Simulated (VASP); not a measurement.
# TaN in VASP: single point with PBE+D3(BJ)

Aim: the single point of TaN with PBE+D3(BJ).

All numbers are computed with VASP 6.6.1; they aren't measurements. Logs are shortened: lines on timing, memory, paths and dates and some standing lists are left out, and cuts for length are marked.

**1. The cell of the first run**

The cell holds a slab with vacuum, 6 atoms: a = 3.100 Å, b = 3.100 Å, c = 18.384 Å, α = 90.00°, β = 90.00°, γ = 90.00°.

**2. Single point, PBE+D3(BJ)**

File INCAR:

```
PREC = Accurate
ENCUT = 520
EDIFF = 1E-6
ISMEAR = 0
SIGMA = 0.1
LREAL = False
LASPH = True
NELM = 60
ALGO = Normal
ISIF = 2
LWAVE = False
LCHARG = False
LDIPOL = True
IDIPOL = 3
DIPOL = 0.5 0.5 0.501
GGA = PE
IVDW = 12
NBANDS = 33
```

File KPOINTS:

```
regular mesh
0
Gamma
  9 9 1
```

File POSCAR:

```
TaN
1.0
    3.1000862557      0.0000000000      0.0000000000
    0.0000000000      3.1000862557      0.0000000000
    0.0000000000      0.0000000000     18.3841840274
Ta N
3 3
Direct
    0.0000000000      0.0000000000      0.3807620719
    0.5000000000      0.5000000000      0.5025606754
    0.0000000000      0.0000000000      0.6130021664
    0.5000000000      0.5000000000      0.3807620719
    0.0000000000      0.0000000000      0.4970429642
    0.5000000000      0.5000000000      0.6304787425
```

Potentials or basis: VASP PAW PBE potentials, release 64 (Ta_pv, N).

Command:

```console
$ cat potpaw_PBE.64/Ta_pv/POTCAR potpaw_PBE.64/N/POTCAR > POTCAR
$ mpirun -np 1 vasp_std > vasp.out
```

OUTCAR:

```text
PREC = Accurate
   ENCUT = 520
   EDIFF = 1E-6
   ISMEAR = 0
   LREAL = False
   LASPH = True
   NELM = 60
   ISIF = 2
   GGA = PE
   IVDW = 12
 IVDW          = 12

 ion  position               nearest neighbor table
   1  0.000  0.000  0.381-   5 2.14   4 2.19   4 2.19   4 2.19   4 2.19   2 3.13   2 3.13   2 3.13
                             2 3.13
   2  0.500  0.500  0.503-   5 2.19   5 2.19   5 2.19   5 2.19   4 2.24   6 2.35   3 2.99   3 2.99
                             3 2.99   3 2.99   1 3.13   1 3.13   1 3.13   1 3.13
   3  0.000  0.000  0.613-   5 2.13   6 2.22   6 2.22   6 2.22   6 2.22   2 2.99   2 2.99   2 2.99
                             2 2.99
   4  0.500  0.500  0.381-   1 2.19   1 2.19   1 2.19   1 2.19   2 2.24
   5  0.000  0.000  0.497-   3 2.13   1 2.14   2 2.19   2 2.19   2 2.19   2 2.19
   6  0.500  0.500  0.630-   3 2.22   3 2.22   3 2.22   3 2.22   2 2.35

  LATTYP: Found a simple tetragonal cell.
 ALAT       =     3.1000862557
 C/A-ratio  =     5.9302169395

  Lattice vectors:

 A1 = (   3.1000862557,   0.0000000000,   0.0000000000)
 A2 = (   0.0000000000,   3.1000862557,   0.0000000000)
 A3 = (   0.0000000000,   0.0000000000,  18.3841840274)

Analysis of symmetry for initial positions (statically):
=====================================================================
 Subroutine PRICEL returns:
 Original cell was already a primitive cell.

 Routine SETGRP: Setting up the symmetry group for a
 simple tetragonal supercell.

 Subroutine GETGRP returns: Found  8 space group operations
 (whereof  8 operations were pure point group operations)
 out of a pool of 16 trial point group operations.

The static configuration has the point symmetry C_4v.

Analysis of symmetry for dynamics (positions and initial velocities):
=====================================================================
 Subroutine PRICEL returns:
 Original cell was already a primitive cell.

 Routine SETGRP: Setting up the symmetry group for a
 simple tetragonal supercell.

 Subroutine GETGRP returns: Found  8 space group operations
 (whereof  8 operations were pure point group operations)
 out of a pool of 16 trial point group operations.

The dynamic configuration has the point symmetry C_4v.

 Subroutine INISYM returns: Found  8 space group operations
 (whereof  8 operations are pure point group operations),
 and found     1 'primitive' translations

----------------------------------------------------------------------------------------

                                     Primitive cell

  volume of cell :     176.6818

  direct lattice vectors                    reciprocal lattice vectors
     3.100086256  0.000000000  0.000000000     0.322571670  0.000000000  0.000000000
     0.000000000  3.100086256  0.000000000     0.000000000  0.322571670  0.000000000
     0.000000000  0.000000000 18.384184027     0.000000000  0.000000000  0.054394582

  length of vectors
     3.100086256  3.100086256 18.384184027     0.322571670  0.322571670  0.054394582

  position of ions in fractional coordinates (direct lattice)
     0.000000000  0.000000000  0.380762072
     0.500000000  0.500000000  0.502560675
     0.000000000  0.000000000  0.613002166
     0.500000000  0.500000000  0.380762072
     0.000000000  0.000000000  0.497042964
     0.500000000  0.500000000  0.630478743

  ion indices of the primitive-cell ions
   primitive index   ion index
                 1           1
                 2           2
                 3           3
                 4           4
                 5           5
                 6           6

----------------------------------------------------------------------------------------

 KPOINTS: regular mesh

Automatic generation of k-mesh.
 Grid dimensions read from file:
 generate k-points for:    9    9    1

 Generating k-lattice:

  Cartesian coordinates                     Fractional coordinates (reciprocal lattice)
     0.035841297  0.000000000  0.000000000     0.111111111  0.000000000  0.000000000
     0.000000000  0.035841297  0.000000000     0.000000000  0.111111111  0.000000000
     0.000000000  0.000000000  0.054394582     0.000000000  0.000000000  1.000000000

  Length of vectors
     0.035841297  0.035841297  0.054394582

  Shift w.r.t. Gamma in fractional coordinates (k-lattice)
     0.000000000  0.000000000  0.000000000

 Subroutine IBZKPT returns following result:
 ===========================================

 Found     15 irreducible k-points:

 Following reciprocal coordinates:
            Coordinates               Weight
  0.000000  0.000000  0.000000      1.000000
  0.111111  0.000000  0.000000      4.000000
  0.222222  0.000000  0.000000      4.000000
  0.333333  0.000000  0.000000      4.000000
  0.444444  0.000000  0.000000      4.000000
  0.111111  0.111111  0.000000      4.000000
  0.222222  0.111111  0.000000      8.000000
  0.333333  0.111111  0.000000      8.000000
  0.444444  0.111111  0.000000      8.000000
  0.222222  0.222222  0.000000      4.000000
  0.333333  0.222222  0.000000      8.000000
  0.444444  0.222222  0.000000      8.000000
  0.333333  0.333333  0.000000      4.000000
  0.444444  0.333333  0.000000      8.000000
  0.444444  0.444444  0.000000      4.000000
   k-points           NKPTS =     15   k-points in BZ     NKDIM =     15   number of bands    NBANDS=     33
   number of dos      NEDOS =    301   number of ions     NIONS =      6
   total plane-waves  NPLWV =  80640
   dimension x,y,z NGX =    24 NGY =   24 NGZ =  140
   dimension x,y,z NGXF=    48 NGYF=   48 NGZF=  280
   ions per type =               3   3
   NGX,Y,Z   is equivalent  to a cutoff of  12.87, 12.87, 12.66 a.u.
   NGXF,Y,Z  is equivalent  to a cutoff of  25.74, 25.74, 25.32 a.u.
 SYSTEM =  unknown system
   PREC   = accura    normal or accurate (medium, high low for compatibility)
   ISTART =      0    job   : 0-new  1-cont  2-samecut
   ICHARG =      2    charge: 1-file 2-atom 10-const
   ISPIN  =      1    spin polarized calculation?
   LNONCOLLINEAR =      F non collinear calculations
   LSORBIT =      F    spin-orbit coupling
   LASPH  =      T    aspherical Exc in radial PAW
   ENCUT  =  520.0 eV  38.22 Ry    6.18 a.u.   5.76  5.76 34.18*2*pi/ulx,y,z
   NELM   =     60;   NELMIN=  2; NELMDL= -5     # of ELM steps
   EDIFF  = 0.1E-05   stopping-criterion for ELM
   LREAL  =      F    real-space projection
   EDIFFG = 0.1E-04   stopping-criterion for IOM
   NSW    =      0    number of steps for IOM
   IBRION =     -1    ionic relax: 0-MD 1-quasi-New 2-CG
   NFREE  =      0    steps in history (QN), initial steepest desc. (CG)
   ISIF   =      2    stress and relaxation
   ISYM   =      2    0-nonsym 1-usesym 2-fastsym
   POTIM  = 0.5000    time-step for ionic-motion
   TEBEG  =    0.0;   TEEND  =   0.0 temperature during run
   PSTRESS=    0.0 pullay stress
   NELECT =      48.0000    total number of electrons
   NUPDOWN=      -1.0000    fix difference up-down
   EMIN   =  10.00;   EMAX   =-10.00  energy-range for DOS
   EFERMI =   0.00;   METHOD = LEGACY
   ISMEAR =     0;   SIGMA  =   0.10  broadening in eV -4-tet -1-fermi 0-gaus
   EFERMI_NEDOS =   21; number of points for ismear=-14 and -15
   IALGO  =     38    algorithm
   IMIX   =      4    mixing-type and parameters
     AMIX     =   0.40;   BMIX     =  1.00
     AMIX_MAG =   1.60;   BMIX_MAG =  1.00
  volume/ion in A,a.u.               =      29.45       198.72
  Fermi-wavevector in a.u.,A,eV,Ry     =   1.060290  2.003657 15.295868  1.124215
  Thomas-Fermi vector in A             =   2.195666
   LORBIT       =      0    0 simple, 1 ext, 2 COOP (PROOUT), +10 PAW based schemes
   GGA     = PE    functional components
   LHFCALC =     F    Hartree Fock is set to
   AEXX    =    0.0000 exact exchange contribution
   IVDW    =    12    specifies the selected vdW correction
   LEPSILON=     F    determine dielectric tensor
   LRPA    =     F    only Hartree local field effects (RPA)
 non-spin polarized calculation
 Gauss-broadening in eV      SIGMA  =   0.10
  energy-cutoff  :      520.00
  volume of cell :      176.68
 maximum number of plane-waves:      4774
 NGX is ok and might be reduce to    24
   NGX = 11   NGY = 11   NGZ = 69

 dipolmoment           0.000000      0.000000      0.025791 electrons x Angstroem

 number of electron      48.0000007 magnetization

 dipolmoment           0.000000      0.000000     -0.025982 electrons x Angstroem

 Free energy of the ion-electron system (eV)
  ---------------------------------------------------
  ext. energy  EPLUGINS =         0.00000000
  ---------------------------------------------------
  free energy    TOTEN  =       -63.88839943 eV

  energy without entropy =      -63.86883356  energy(sigma->0) =      -63.87861649

 E-fermi :   1.1047     XC(G=0):  -6.0037

 val. band max:        1.0239442073   @ k =   0.3333   0.1111   0.0000
 cond. band min:       1.1048566286   @ k =   0.3333   0.0000   0.0000
 fundamental gap:      0.0809124213
 Fermi energy:         1.1047468029

 k-point     1 :       0.0000    0.0000    0.0000
  band No.  band energies     occupation
      1     -35.1743      2.00000
      2     -34.9919      2.00000
      3     -34.8074      2.00000
      4     -34.8074      2.00000
      5     -34.6270      2.00000
      6     -34.6270      2.00000
[... 25 lines left out ...]
     32       2.7037      0.00000
     33       2.7037      0.00000

 k-point     2 :       0.1111    0.0000    0.0000
  band No.  band energies     occupation
      1     -35.1663      2.00000
      2     -35.0077      2.00000
      3     -34.8567      2.00000
      4     -34.7990      2.00000
      5     -34.6937      2.00000
      6     -34.6158      2.00000
[... 25 lines left out ...]
     32       3.4013      0.00000
     33       3.4784      0.00000
[... 430 lines left out ...]
     32       4.6779      0.00000
     33       5.1384      0.00000

 k-point    15 :       0.4444    0.4444    0.0000
  band No.  band energies     occupation
      1     -35.1838      2.00000
      2     -35.1801      2.00000
      3     -35.0536      2.00000
      4     -35.0153      2.00000
      5     -35.0091      2.00000
      6     -34.8432      2.00000
[... 25 lines left out ...]
     32       4.8374      0.00000
     33       5.0031      0.00000

------------------------ aborting loop because EDIFF is reached ----------------------------------------

 vacuum level on the upper side and lower side of the slab       (xc-potential included)        -0.490        -0.042

 Edisp (eV)   -1.84584

 E8    (eV) :    -0.8834

  FORCE on cell =-STRESS in cart. coord.  units (eV):
  Direction    XX          YY          ZZ          XY          YZ          ZX
  --------------------------------------------------------------------------------------
  -------------------------------------------------------------------------------------
  Total      -7.85048    -7.85048     0.20770     0.00000     0.00000     0.00000
  in kB     -71.18936   -71.18936     1.88343     0.00000     0.00000     0.00000
  external pressure =      -46.83 kB  Pullay stress =        0.00 kB

 VOLUME and BASIS-vectors are now :
 -----------------------------------------------------------------------------
  energy-cutoff  :      520.00
  volume of cell :      176.68
      direct lattice vectors                 reciprocal lattice vectors
     3.100086256  0.000000000  0.000000000     0.322571670  0.000000000  0.000000000
     0.000000000  3.100086256  0.000000000     0.000000000  0.322571670  0.000000000
     0.000000000  0.000000000 18.384184027     0.000000000  0.000000000  0.054394582

 POSITION                                       TOTAL-FORCE (eV/Angst)
 -----------------------------------------------------------------------------------
      0.00000      0.00000      7.00000         0.000000      0.000000      1.008981
      1.55004      1.55004      9.23917         0.000000      0.000000      0.021689
      0.00000      0.00000     11.26954         0.000000      0.000000      0.040896
      1.55004      1.55004      7.00000        -0.000000     -0.000000     -1.075838
      0.00000      0.00000      9.13773         0.000000      0.000000     -0.020425
      1.55004      1.55004     11.59084         0.000000     -0.000000      0.024697
 -----------------------------------------------------------------------------------
    total drift:                                0.000000     -0.000000     -0.000620

  FREE ENERGIE OF THE ION-ELECTRON SYSTEM (eV)
  ---------------------------------------------------
  free  energy   TOTEN  =       -65.7342428468 eV

  energy  without entropy=      -65.7146769723  energy(sigma->0) =      -65.72445991

 vacuum level on the upper side and lower side of the slab         4.269         4.740
```

Run time: 95 s. Hardware: 1 thread of AMD EPYC 9R45 (Zen 5), shared host; peak memory 0.27 GiB.

Results:

```yaml
Free_energy: -65.7342 eV
Largest_force: 1.076 eV/Å
Band_gap_on_the_k_mesh: zero (band 24 reaches 1.82 eV, above the bottom of band 25 at 0.14 eV)
Dispersion_energy_per_atom: -0.308 eV
```

Forces on the atoms (eV/Å):
```
Ta   0.000  0.000  1.009
Ta   0.000  0.000  0.022
Ta   0.000  0.000  0.041
N    0.000  0.000 -1.076
N    0.000  0.000 -0.020
N    0.000  0.000  0.025
```

Levels at points of the mesh, in eV from the Fermi level:
| k point | band 21 | band 22 | band 23 | band 24 | band 25 | band 26 | band 27 | band 28 |
| --- | --- | --- | --- | --- | --- | --- | --- | --- |
| (0.00, 0.00, 0.00) | -3.58 | -3.21 | -3.21 | -2.19 | -0.93 | -0.93 | -0.70 | 0.56 |

Caveat: spin-orbit coupling is left out, which moves the levels of the heavy elements.
